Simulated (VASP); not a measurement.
# Si2Mo (P6_222) in VASP: relaxation of cell and atoms with LDA

Aim: the relaxation of cell and atoms of Si2Mo with LDA.

Everything below comes from runs of VASP 6.6.1. Logs are shortened: lines on timing, memory, paths and dates and some standing lists are left out, and cuts for length are marked.

## 1. The cell of the first run

The structure is hexagonal, space group P6_222 (No. 180). Conventional cell: a = 4.585 Å, b = 4.585 Å, c = 6.580 Å, α = 90.00°, β = 90.00°, γ = 120.00°. Within 3.4 Å of Si (site symmetry 2) lie 9 Si at 2.55 to 3.20 Å and 5 Mo at 2.57 to 2.67 Å. Mo (site symmetry 222) has 10 Si at 2.57 to 2.67 Å and 4 Mo at 3.17 Å within 3.4 Å.

## 2. Relaxation of cell and atoms, LDA

File INCAR:

```
SYSTEM = Si2Mo
  PREC = Accurate
  ENCUT = 500
  EDIFF = 1E-7
  ISMEAR = 0
  SIGMA = 0.1
  LREAL = .False.
  LASPH = .True.
  NELM = 120
  ALGO = Normal
  ISIF = 3
  LWAVE = .False.
  LCHARG = .False.
  GGA = CA
  IBRION = 2
  NSW = 100
  EDIFFG = -0.002
  GGA_COMPAT = .False.
  NELMIN = 4
```

File KPOINTS:

```
regular mesh
0
Gamma
  9 9 6
  0 0 0
```

File POSCAR:

```
Si2Mo
1.0
    4.5854715599      0.0000000000      0.0000000000
   -2.2927357800      3.9711348592      0.0000000000
    0.0000000000      0.0000000000      6.5797601000
Si Mo
6 3
Direct
    0.1638729800      0.8361270200      0.8333333300
    0.3277459600      0.1638729800      0.1666666700
    0.8361270200      0.6722540400      0.5000000000
    0.8361270200      0.1638729800      0.8333333300
    0.6722540400      0.8361270200      0.1666666700
    0.1638729800      0.3277459600      0.5000000000
    0.5000000000      0.0000000000      0.5000000000
    0.0000000000      0.5000000000      0.1666666700
    0.5000000000      0.5000000000      0.8333333300
```

Potentials or basis: VASP PAW LDA potentials, release 64 (Si, Mo_sv).

On the command line:

```console
$ cat potpaw_LDA.64/Si/POTCAR potpaw_LDA.64/Mo_sv/POTCAR > POTCAR
$ mpirun -np 1 vasp_std > vasp.out
```

OUTCAR:

```text
SYSTEM = Si2Mo
   PREC = Accurate
   ENCUT = 500
   EDIFF = 1E-7
   ISMEAR = 0
   LREAL = .False.
   LASPH = .True.
   NELM = 120
   ISIF = 3
   GGA = CA
   IBRION = 2
   NSW = 100
   EDIFFG = -0.002
   NELMIN = 4

 ion  position               nearest neighbor table
   1  0.164  0.836  0.833-   3 2.55   2 2.55   7 2.57   8 2.57   4 2.60   9 2.64   9 2.64   9 2.67
                             4 2.67   4 2.67   6 3.15   5 3.15
   2  0.328  0.164  0.167-   6 2.55   1 2.55   7 2.57   9 2.57   5 2.60   8 2.64   8 2.64   8 2.67
                             5 2.67   5 2.67   3 3.15   4 3.15
   3  0.836  0.672  0.500-   1 2.55   5 2.55   9 2.57   8 2.57   6 2.60   7 2.64   7 2.64   7 2.67
                             6 2.67   6 2.67   2 3.15   4 3.15
   4  0.836  0.164  0.833-   6 2.55   5 2.55   7 2.57   8 2.57   1 2.60   9 2.64   9 2.64   9 2.67
                             1 2.67   1 2.67   3 3.15   2 3.15
   5  0.672  0.836  0.167-   3 2.55   4 2.55   7 2.57   9 2.57   2 2.60   8 2.64   8 2.64   8 2.67
                             2 2.67   2 2.67   6 3.15   1 3.15
   6  0.164  0.328  0.500-   4 2.55   2 2.55   9 2.57   8 2.57   3 2.60   7 2.64   7 2.64   7 2.67
                             3 2.67   3 2.67   5 3.15   1 3.15
   7  0.500  0.000  0.500-   1 2.57   4 2.57   2 2.57   5 2.57   6 2.64   3 2.64   6 2.64   3 2.64
                             6 2.67   3 2.67   8 3.17   8 3.17   9 3.17   9 3.17
   8  0.000  0.500  0.167-   3 2.57   6 2.57   4 2.57   1 2.57   2 2.64   5 2.64   2 2.64   5 2.64
                             5 2.67   2 2.67   7 3.17   7 3.17   9 3.17   9 3.17
   9  0.500  0.500  0.833-   3 2.57   6 2.57   5 2.57   2 2.57   1 2.64   4 2.64   1 2.64   4 2.64
                             1 2.67   4 2.67   7 3.17   7 3.17   8 3.17   8 3.17

  LATTYP: Found a hexagonal cell.
 ALAT       =     4.5854715599
 C/A-ratio  =     1.4349146024

  Lattice vectors:

 A1 = (   4.5854715599,   0.0000000000,   0.0000000000)
 A2 = (  -2.2927357800,   3.9711348592,   0.0000000000)
 A3 = (   0.0000000000,   0.0000000000,   6.5797601000)

Analysis of symmetry for initial positions (statically):
=====================================================================
 Subroutine PRICEL returns:
 Original cell was already a primitive cell.

 Routine SETGRP: Setting up the symmetry group for a
 hexagonal supercell.

 Subroutine GETGRP returns: Found 12 space group operations
 (whereof  4 operations were pure point group operations)
 out of a pool of 24 trial point group operations.

The static configuration has the point symmetry D_2 .
 The point group associated with its full space group is D_6 .

Analysis of symmetry for dynamics (positions and initial velocities):
=====================================================================
 Subroutine PRICEL returns:
 Original cell was already a primitive cell.

 Routine SETGRP: Setting up the symmetry group for a
 hexagonal supercell.

 Subroutine GETGRP returns: Found 12 space group operations
 (whereof  4 operations were pure point group operations)
 out of a pool of 24 trial point group operations.

The dynamic configuration has the point symmetry D_2 .
 The point group associated with its full space group is D_6 .

 Subroutine INISYM returns: Found 12 space group operations
 (whereof  4 operations are pure point group operations),
 and found     1 'primitive' translations

----------------------------------------------------------------------------------------

                                     Primitive cell

  volume of cell :     119.8143

  direct lattice vectors                    reciprocal lattice vectors
     4.585471560  0.000000000  0.000000000     0.218080079  0.125908592  0.000000000
    -2.292735780  3.971134859  0.000000000     0.000000000  0.251817185  0.000000000
     0.000000000  0.000000000  6.579760100     0.000000000  0.000000000  0.151981225

  length of vectors
     4.585471560  4.585471560  6.579760100     0.251817185  0.251817185  0.151981225

  position of ions in fractional coordinates (direct lattice)
     0.163872980  0.836127020  0.833333330
     0.327745960  0.163872980  0.166666670
     0.836127020  0.672254040  0.500000000
     0.836127020  0.163872980  0.833333330
     0.672254040  0.836127020  0.166666670
     0.163872980  0.327745960  0.500000000
     0.500000000  0.000000000  0.500000000
     1.000000000  0.500000000  0.166666670
     0.500000000  0.500000000  0.833333330

  ion indices of the primitive-cell ions
   primitive index   ion index
                 1           1
                 2           2
                 3           3
                 4           4
                 5           5
                 6           6
                 7           7
                 8           8
                 9           9

----------------------------------------------------------------------------------------

 KPOINTS: regular mesh

Automatic generation of k-mesh.
 Grid dimensions read from file:
 generate k-points for:    9    9    6

 Generating k-lattice:

  Cartesian coordinates                     Fractional coordinates (reciprocal lattice)
     0.024231120  0.013989844  0.000000000     0.111111111 -0.000000000  0.000000000
     0.000000000  0.027979687  0.000000000     0.000000000  0.111111111  0.000000000
     0.000000000  0.000000000  0.025330204     0.000000000  0.000000000  0.166666667

  Length of vectors
     0.027979687  0.027979687  0.025330204

  Shift w.r.t. Gamma in fractional coordinates (k-lattice)
     0.000000000  0.000000000  0.000000000

 Subroutine IBZKPT returns following result:
 ===========================================

 Found     48 irreducible k-points:

 Following reciprocal coordinates:
            Coordinates               Weight
  0.000000  0.000000  0.000000      1.000000
  0.111111  0.000000  0.000000      6.000000
  0.222222 -0.000000  0.000000      6.000000
  0.333333  0.000000  0.000000      6.000000
  0.444444 -0.000000  0.000000      6.000000
  0.111111  0.111111  0.000000      6.000000
[... 16 lines left out ...]
  0.333333  0.222222  0.166667     24.000000
  0.333333  0.333333  0.166667      4.000000
 [... further k-points ...]
   k-points           NKPTS =     48   k-points in BZ     NKDIM =     48   number of bands    NBANDS=     39
   number of dos      NEDOS =    301   number of ions     NIONS =      9
   total plane-waves  NPLWV =  62208
   dimension x,y,z NGX =    36 NGY =   36 NGZ =   48
   dimension x,y,z NGXF=    72 NGYF=   72 NGZF=   96
   ions per type =               6   3
   NGX,Y,Z   is equivalent  to a cutoff of  13.05, 13.05, 12.13 a.u.
   NGXF,Y,Z  is equivalent  to a cutoff of  26.10, 26.10, 24.26 a.u.
 SYSTEM =  Si2Mo
   PREC   = accura    normal or accurate (medium, high low for compatibility)
   ISTART =      0    job   : 0-new  1-cont  2-samecut
   ICHARG =      2    charge: 1-file 2-atom 10-const
   ISPIN  =      1    spin polarized calculation?
   LNONCOLLINEAR =      F non collinear calculations
   LSORBIT =      F    spin-orbit coupling
   LASPH  =      T    aspherical Exc in radial PAW
   ENCUT  =  500.0 eV  36.75 Ry    6.06 a.u.   8.36  8.36 12.00*2*pi/ulx,y,z
   NELM   =    120;   NELMIN=  4; NELMDL= -5     # of ELM steps
   EDIFF  = 0.1E-06   stopping-criterion for ELM
   LREAL  =      F    real-space projection
   EDIFFG = -.2E-02   stopping-criterion for IOM
   NSW    =    100    number of steps for IOM
   IBRION =      2    ionic relax: 0-MD 1-quasi-New 2-CG
   NFREE  =      1    steps in history (QN), initial steepest desc. (CG)
   ISIF   =      3    stress and relaxation
   ISYM   =      2    0-nonsym 1-usesym 2-fastsym
   POTIM  = 0.5000    time-step for ionic-motion
   TEBEG  =    0.0;   TEEND  =   0.0 temperature during run
   PSTRESS=    0.0 pullay stress
   NELECT =      66.0000    total number of electrons
   NUPDOWN=      -1.0000    fix difference up-down
   EMIN   =  10.00;   EMAX   =-10.00  energy-range for DOS
   EFERMI =   0.00;   METHOD = LEGACY
   ISMEAR =     0;   SIGMA  =   0.10  broadening in eV -4-tet -1-fermi 0-gaus
   EFERMI_NEDOS =   21; number of points for ismear=-14 and -15
   IALGO  =     38    algorithm
   IMIX   =      4    mixing-type and parameters
     AMIX     =   0.40;   BMIX     =  1.00
     AMIX_MAG =   1.60;   BMIX_MAG =  1.00
  volume/ion in A,a.u.               =      13.31        89.84
  Fermi-wavevector in a.u.,A,eV,Ry     =   1.342002  2.536017 24.503685  1.800970
  Thomas-Fermi vector in A             =   2.470191
   LORBIT       =      0    0 simple, 1 ext, 2 COOP (PROOUT), +10 PAW based schemes
   GGA     = CA    functional components
   LHFCALC =     F    Hartree Fock is set to
   AEXX    =    0.0000 exact exchange contribution
   IVDW    =     0    specifies the selected vdW correction
   LEPSILON=     F    determine dielectric tensor
   LRPA    =     F    only Hartree local field effects (RPA)
 conjugate gradient relaxation of ions
 non-spin polarized calculation
 Gauss-broadening in eV      SIGMA  =   0.10
  energy-cutoff  :      500.00
  volume of cell :      119.81
 maximum number of plane-waves:      3101
 NGX is ok and might be reduce to    36
   NGX = 17   NGY = 17   NGZ = 23

--------------------------------------- Ionic step        1  -------------------------------------------

 number of electron      65.9999992 magnetization

 Free energy of the ion-electron system (eV)
  ---------------------------------------------------
  ext. energy  EPLUGINS =         0.00000000
  ---------------------------------------------------
  free energy    TOTEN  =       -77.18011566 eV

  energy without entropy =      -77.17927913  energy(sigma->0) =      -77.17969739

------------------------ aborting loop because EDIFF is reached ----------------------------------------

  FORCE on cell =-STRESS in cart. coord.  units (eV):
  Direction    XX          YY          ZZ          XY          YZ          ZX
  --------------------------------------------------------------------------------------
  -------------------------------------------------------------------------------------
  Total       -3.1467780     -3.1467780     -3.4238514      0.0000000     -0.0000000      0.0000000
  in kB      -42.0792497    -42.0792497    -45.7843228      0.0000000     -0.0000000      0.0000000
  external PRESSURE =     -43.3142741 kB  Pullay stress =       0.0000000 kB
[... 329 lines left out ...]
  energy  without entropy=      -77.2120326175  energy(sigma->0) =      -77.21246497

--------------------------------------- Ionic step        9  -------------------------------------------

 number of electron      65.9999991 magnetization

 Free energy of the ion-electron system (eV)
  ---------------------------------------------------
  ext. energy  EPLUGINS =         0.00000000
  ---------------------------------------------------
  free energy    TOTEN  =       -77.21289730 eV

  energy without entropy =      -77.21203231  energy(sigma->0) =      -77.21246481

 E-fermi :  13.1815     XC(G=0): -12.6789

 val. band max:       13.1059423071   @ k =   0.4444  -0.0000   0.5000
 cond. band min:      13.2545673967   @ k =   0.4444  -0.0000   0.0000
 fundamental gap:      0.1486250897
 Fermi energy:        13.1814920791

 k-point     1 :       0.0000    0.0000    0.0000
  band No.  band energies     occupation
      1     -47.6228      2.00000
      2     -47.5884      2.00000
      3     -47.5884      2.00000
      4     -22.0756      2.00000
      5     -22.0724      2.00000
      6     -22.0724      2.00000
[... 997 lines left out ...]
     38      15.0495      0.00000
     39      15.0513      0.00000

 [... further k-points ...]
[... 5 lines left out ...]
  --------------------------------------------------------------------------------------
  -------------------------------------------------------------------------------------
  Total        0.0021621      0.0021621     -0.0171894     -0.0000000     -0.0000000      0.0000000
  in kB        0.0294916      0.0294916     -0.2344624     -0.0000000     -0.0000000      0.0000000
  external PRESSURE =      -0.0584931 kB  Pullay stress =       0.0000000 kB
[... 24 lines left out ...]
  FREE ENERGIE OF THE ION-ELECTRON SYSTEM (eV)
  ---------------------------------------------------
  free  energy   TOTEN  =       -77.2128973036 eV

  energy  without entropy=      -77.2120323116  energy(sigma->0) =      -77.21246481

 reached required accuracy - stopping structural energy minimisation
```

Wall time 15 min (1 thread of Intel Xeon Platinum 8259CL at 2.50GHz (Skylake/Cascade Lake), shared host); peak memory 0.31 GiB.

What came out:

* Free energy: -77.2129 eV
* Relaxed volume: 13.05 Å³/atom
* Relaxed cell: a = 4.555 Å, b = 4.555 Å, c = 6.538 Å, α = 90.00°, β = 90.00°, γ = 120.00°
* Space group after relaxing (to 0.1 Å): P6_222 (No. 180)
* Energy gained by relaxing: 3.6 meV/atom
* Ionic steps: 9
* Pressure after relaxing: 0.0 GPa
* Band gap on the k mesh: 0.15 eV (least direct gap 0.58 eV)

The path:
| step | energy change (eV) | largest force (eV/Å) | pressure (GPa) | volume (Å³) |
| --- | --- | --- | --- | --- |
| 1 | 0.0000 | 0.0488 | -4.33 | 119.81 |
| 2 | 0.0598 | 0.0162 | 8.04 | 113.68 |
| 3 | -0.0326 | 0.0261 | -0.04 | 117.48 |
| 4 | -0.0326 | 0.0256 | 0.05 | 117.44 |
| 5 | -0.0328 | 0.0081 | 0.05 | 117.43 |
| 6 | -0.0328 | 0.0025 | 0.05 | 117.43 |
| 7 | -0.0328 | 0.0006 | -0.08 | 117.50 |
| 8 | -0.0328 | 0.0017 | -0.01 | 117.46 |
| 9 | -0.0328 | 0.0017 | -0.01 | 117.46 |

Final structure:
```cif
data_structure
_symmetry_space_group_name_H-M 'P 1'
_symmetry_Int_Tables_number 1
_cell_length_a 4.5549
_cell_length_b 4.5549
_cell_length_c 6.5375
_cell_angle_alpha 90.000
_cell_angle_beta 90.000
_cell_angle_gamma 120.000
_cell_volume 117.46
loop_
_atom_site_label
_atom_site_type_symbol
_atom_site_fract_x
_atom_site_fract_y
_atom_site_fract_z
_atom_site_occupancy
Si1 Si 0.16418 0.83582 0.83333 1
Si2 Si 0.32835 0.16418 0.16667 1
Si3 Si 0.83582 0.67165 0.50000 1
Si4 Si 0.83582 0.16418 0.83333 1
Si5 Si 0.67165 0.83582 0.16667 1
Si6 Si 0.16418 0.32835 0.50000 1
Mo1 Mo 0.50000 0.00000 0.50000 1
Mo2 Mo 0.00000 0.50000 0.16667 1
Mo3 Mo 0.50000 0.50000 0.83333 1
```

Caveat: an odd mesh through Γ misses points on the zone boundary, where band edges can lie.
